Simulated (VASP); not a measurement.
# ZnO (P4_2/mnm) in VASP: a series of runs

Aim: see how the results for ZnO move with the level of theory and the settings. Levels: PBE, LDA. Tasks: single point, relaxation of cell and atoms.

Program: VASP 6.6.1. These are calculated values, not measurements. Logs are shortened: lines on timing, memory, paths and dates and some standing lists are left out, and cuts for length are marked.

## (1) The cell of the first run

Symmetry: P4_2/mnm, No. 136, tetragonal system. The conventional cell has a = 5.605 Å, b = 5.605 Å, c = 3.282 Å, α = 90.00°, β = 90.00°, γ = 90.00°. Within 2.6 Å of Zn (site symmetry m2m) lie 4 O at 1.97 to 2.04 Å. Within 2.6 Å of O (site symmetry m2m) lie 4 Zn at 1.97 to 2.04 Å.

## (2) Single point, PBE

Contents of INCAR:

```
SYSTEM = ZnO
PREC     = Accurate       ! precision mode
ENCUT    = 520            ! plane-wave cutoff, eV
EDIFF    = 1E-7           ! SCF threshold, eV
ISMEAR   = 0              ! smearing method
SIGMA    = 0.02           ! smearing width, eV
LREAL    = .FALSE.        ! projectors in reciprocal space
LASPH    = .TRUE.         ! aspherical terms in the spheres
NELM     = 80             ! most SCF steps
ALGO     = Normal         ! electronic algorithm
ISIF     = 2              ! what is computed and relaxed
LWAVE    = .FALSE.        ! write WAVECAR
LCHARG   = .FALSE.        ! write CHGCAR
GGA      = PE             ! functional
NBANDS   = 46             ! bands
```

Contents of KPOINTS:

```
Automatic mesh
0
G
  4 4 4
  0 0 0
```

Contents of POSCAR:

```
ZnO
1.0
    5.6049660376      0.0000000000      0.0000000000
    0.0000000000      5.6049660376      0.0000000000
    0.0000000000      0.0000000000      3.2824226658
Zn O
4 4
Direct
    0.1817579359      0.1817579359      0.5000000000
    0.8182420641      0.8182420641      0.5000000000
    0.6817579359      0.3182420641      0.0000000000
    0.3182420641      0.6817579359      0.0000000000
    0.8182726372      0.1817273628      0.5000000000
    0.1817273628      0.8182726372      0.5000000000
    0.6817273628      0.6817273628      0.0000000000
    0.3182726372      0.3182726372      0.0000000000
```

Potentials or basis: VASP PAW PBE potentials, release 64 (Zn, O).

Started as:

```bash
$ cat potpaw_PBE.64/Zn/POTCAR potpaw_PBE.64/O/POTCAR > POTCAR
$ mpirun -np 1 vasp_std > vasp.out
```

OUTCAR:

```text
SYSTEM = ZnO
   PREC = Accurate
   ENCUT = 520
   EDIFF = 1E-7
   ISMEAR = 0
   LREAL = .FALSE.
   LASPH = .TRUE.
   NELM = 80
   ISIF = 2
   GGA = PE

 ion  position               nearest neighbor table
   1  0.182  0.182  0.500-   8 1.97   8 1.97   5 2.04   6 2.04   2 2.88
   2  0.818  0.818  0.500-   7 1.97   7 1.97   5 2.04   6 2.04   1 2.88
   3  0.682  0.318  0.000-   5 1.97   5 1.97   8 2.04   7 2.04   4 2.88
   4  0.318  0.682  0.000-   6 1.97   6 1.97   8 2.04   7 2.04   3 2.88
   5  0.818  0.182  0.500-   3 1.97   3 1.97   1 2.04   2 2.04
   6  0.182  0.818  0.500-   4 1.97   4 1.97   1 2.04   2 2.04
   7  0.682  0.682  0.000-   2 1.97   2 1.97   4 2.04   3 2.04
   8  0.318  0.318  0.000-   1 1.97   1 1.97   4 2.04   3 2.04

  LATTYP: Found a simple tetragonal cell.
 ALAT       =     5.6049660376
 C/A-ratio  =     0.5856275745

  Lattice vectors:

 A1 = (   5.6049660376,   0.0000000000,   0.0000000000)
 A2 = (   0.0000000000,   5.6049660376,   0.0000000000)
 A3 = (   0.0000000000,   0.0000000000,   3.2824226658)

Analysis of symmetry for initial positions (statically):
=====================================================================
 Subroutine PRICEL returns:
 Original cell was already a primitive cell.

 Routine SETGRP: Setting up the symmetry group for a
 simple tetragonal supercell.

 Subroutine GETGRP returns: Found 16 space group operations
 (whereof  8 operations were pure point group operations)
 out of a pool of 16 trial point group operations.

The static configuration has the point symmetry D_2h.
 The point group associated with its full space group is D_4h.

Analysis of symmetry for dynamics (positions and initial velocities):
=====================================================================
 Subroutine PRICEL returns:
 Original cell was already a primitive cell.

 Routine SETGRP: Setting up the symmetry group for a
 simple tetragonal supercell.

 Subroutine GETGRP returns: Found 16 space group operations
 (whereof  8 operations were pure point group operations)
 out of a pool of 16 trial point group operations.

The dynamic configuration has the point symmetry D_2h.
 The point group associated with its full space group is D_4h.

 Subroutine INISYM returns: Found 16 space group operations
 (whereof  8 operations are pure point group operations),
 and found     1 'primitive' translations

[... 104 lines left out ...]
   NFREE  =      0    steps in history (QN), initial steepest desc. (CG)
   ISIF   =      2    stress and relaxation
   ISYM   =      2    0-nonsym 1-usesym 2-fastsym
   POTIM  = 0.5000    time-step for ionic-motion
   TEBEG  =    0.0;   TEEND  =   0.0 temperature during run
   PSTRESS=    0.0 pullay stress
   NELECT =      72.0000    total number of electrons
   NUPDOWN=      -1.0000    fix difference up-down
   EMIN   =  10.00;   EMAX   =-10.00  energy-range for DOS
   EFERMI =   0.00;   METHOD = LEGACY
   ISMEAR =     0;   SIGMA  =   0.02  broadening in eV -4-tet -1-fermi 0-gaus
   EFERMI_NEDOS =   21; number of points for ismear=-14 and -15
   IALGO  =     38    algorithm
   IMIX   =      4    mixing-type and parameters
     AMIX     =   0.40;   BMIX     =  1.00
     AMIX_MAG =   1.60;   BMIX_MAG =  1.00
  volume/ion in A,a.u.               =      12.89        86.99
  Fermi-wavevector in a.u.,A,eV,Ry     =   1.452353  2.744549 28.699165  2.109329
  Thomas-Fermi vector in A             =   2.569745
   LORBIT       =      0    0 simple, 1 ext, 2 COOP (PROOUT), +10 PAW based schemes
   GGA     = PE    functional components
   LHFCALC =     F    Hartree Fock is set to
   AEXX    =    0.0000 exact exchange contribution
   IVDW    =     0    specifies the selected vdW correction
   LEPSILON=     F    determine dielectric tensor
   LRPA    =     F    only Hartree local field effects (RPA)
 non-spin polarized calculation
 Gauss-broadening in eV      SIGMA  =   0.02
  energy-cutoff  :      520.00
  volume of cell :      103.12
 maximum number of plane-waves:      2804
 NGX is ok and might be reduce to    42
   NGX = 21   NGY = 21   NGZ = 13

 number of electron      71.9999969 magnetization

 Free energy of the ion-electron system (eV)
  ---------------------------------------------------
  ext. energy  EPLUGINS =         0.00000000
  ---------------------------------------------------
  free energy    TOTEN  =       -35.51969257 eV

  energy without entropy =      -35.51969257  energy(sigma->0) =      -35.51969257

 E-fermi :   0.8196     XC(G=0): -10.4147

 val. band max:        0.6819863818   @ k =   0.0000   0.0000   0.0000
 cond. band min:       1.4253374447   @ k =   0.0000   0.0000   0.0000
 fundamental gap:      0.7433510629
 Fermi energy:         0.8196463451

 k-point     1 :       0.0000    0.0000    0.0000
  band No.  band energies     occupation
      1     -17.1530      2.00000
      2     -16.4945      2.00000
      3     -16.4945      2.00000
      4     -16.4180      2.00000
      5      -5.4036      2.00000
      6      -5.2235      2.00000
[... 871 lines left out ...]
     45      10.9483      0.00000
     46      10.9483      0.00000

------------------------ aborting loop because EDIFF is reached ----------------------------------------

  FORCE on cell =-STRESS in cart. coord.  units (eV):
  Direction    XX          YY          ZZ          XY          YZ          ZX
  --------------------------------------------------------------------------------------
  -------------------------------------------------------------------------------------
  Total        0.5255184      0.5255184      0.6994061     -0.0000000      0.0000000      0.0000000
  in kB        8.1650343      8.1650343     10.8667465     -0.0000000      0.0000000      0.0000000
  external PRESSURE =       9.0656051 kB  Pullay stress =       0.0000000 kB

 VOLUME and BASIS-vectors are now :
 -----------------------------------------------------------------------------
  energy-cutoff  :      520.00
  volume of cell :      103.12
      direct lattice vectors                 reciprocal lattice vectors
     5.604966038  0.000000000  0.000000000     0.178413213  0.000000000  0.000000000
     0.000000000  5.604966038  0.000000000     0.000000000  0.178413213  0.000000000
     0.000000000  0.000000000  3.282422666     0.000000000  0.000000000  0.304653027

 POSITION                                       TOTAL-FORCE (eV/Angst)
 -----------------------------------------------------------------------------------
      1.01875      1.01875      1.64121        -0.005188     -0.005188     -0.000000
      4.58622      4.58622      1.64121         0.005188      0.005188     -0.000000
      3.82123      1.78374      0.00000        -0.005188      0.005188     -0.000000
      1.78374      3.82123      0.00000         0.005188     -0.005188     -0.000000
      4.58639      1.01858      1.64121         0.004233     -0.004233     -0.000000
      1.01858      4.58639      1.64121        -0.004233      0.004233      0.000000
      3.82106      3.82106      0.00000        -0.004233     -0.004233     -0.000000
      1.78391      1.78391      0.00000         0.004233      0.004233      0.000000
 -----------------------------------------------------------------------------------
    total drift:                               -0.000000     -0.000000      0.000000

  FREE ENERGIE OF THE ION-ELECTRON SYSTEM (eV)
  ---------------------------------------------------
  free  energy   TOTEN  =       -35.5196925673 eV

  energy  without entropy=      -35.5196925673  energy(sigma->0) =      -35.51969257
```

OSZICAR:

```text
N       E                     dE             d eps       ncg     rms          rms(c)
DAV:   1     0.752802334375E+03    0.75280E+03   -0.34871E+04  1656   0.222E+03
DAV:   2     0.796333908498E+02   -0.67317E+03   -0.63571E+03  1672   0.523E+02
DAV:   3    -0.360827246452E+02   -0.11572E+03   -0.11301E+03  1822   0.197E+02
DAV:   4    -0.421382511855E+02   -0.60555E+01   -0.60171E+01  1912   0.477E+01
DAV:   5    -0.421928720040E+02   -0.54621E-01   -0.54611E-01  1768   0.483E+00    0.201E+01
DAV:   6    -0.351409799530E+02    0.70519E+01   -0.20204E+01  2676   0.716E+01    0.120E+01
DAV:   7    -0.356033209144E+02   -0.46234E+00   -0.64597E+00  1752   0.195E+01    0.733E+00
DAV:   8    -0.356685014956E+02   -0.65181E-01   -0.17456E+00  2280   0.985E+00    0.278E+00
DAV:   9    -0.355099725674E+02    0.15853E+00   -0.41046E-01  2488   0.877E+00    0.550E-01
DAV:  10    -0.355195361334E+02   -0.95636E-02   -0.14544E-01  1704   0.204E+00    0.228E-01
DAV:  11    -0.355196084824E+02   -0.72349E-04   -0.26398E-03  1942   0.548E-01    0.816E-02
DAV:  12    -0.355196592741E+02   -0.50792E-04   -0.67127E-04  2092   0.503E-01    0.275E-02
DAV:  13    -0.355197294716E+02   -0.70198E-04   -0.18309E-04  2186   0.142E-01    0.546E-02
DAV:  14    -0.355196949852E+02    0.34486E-04   -0.83149E-05  1922   0.708E-02    0.167E-02
DAV:  15    -0.355196927852E+02    0.22000E-05   -0.37250E-05  1830   0.392E-02    0.267E-03
DAV:  16    -0.355196929372E+02   -0.15203E-06   -0.17596E-06  2002   0.136E-02    0.232E-03
DAV:  17    -0.355196925838E+02    0.35342E-06   -0.31159E-07  1376   0.578E-03    0.581E-04
DAV:  18    -0.355196925673E+02    0.16471E-07   -0.39058E-08   942   0.127E-03
   1 F= -.35519693E+02 E0= -.35519693E+02  d E =-.469122E-24
```

stdout:

```text
POSCAR found type information on POSCAR ZnO
 POSCAR found :  2 types and       8 ions
 scaLAPACK will be used
 LDA part: xc-table for (Slater+PW92), standard interpolation
 POSCAR, INCAR and KPOINTS ok, starting setup
 FFT: planning ... GRIDC
 FFT: planning ... GRID_SOFT
 FFT: planning ... GRID
 WAVECAR not read
 entering main loop
```

Wall time 40 s (1 thread of Intel Xeon 6975P-C (Granite Rapids), shared host); peak memory 0.22 GiB.

What came out:

```
Free energy            : -35.5197 eV
Pressure               : 0.9 GPa
Largest force          : 0.007 eV/Å
Band gap on the k mesh : 0.74 eV
```

Forces in eV/Å, atoms in the order of the input:
```
Zn  -0.005 -0.005  0.000
Zn   0.005  0.005  0.000
Zn  -0.005  0.005  0.000
Zn   0.005 -0.005  0.000
O    0.004 -0.004  0.000
O   -0.004  0.004  0.000
O   -0.004 -0.004  0.000
O    0.004  0.004  0.000
```

Caveat: the k points lie up to 0.48 Å⁻¹ apart.

(Part 1 of 2 ends here.)
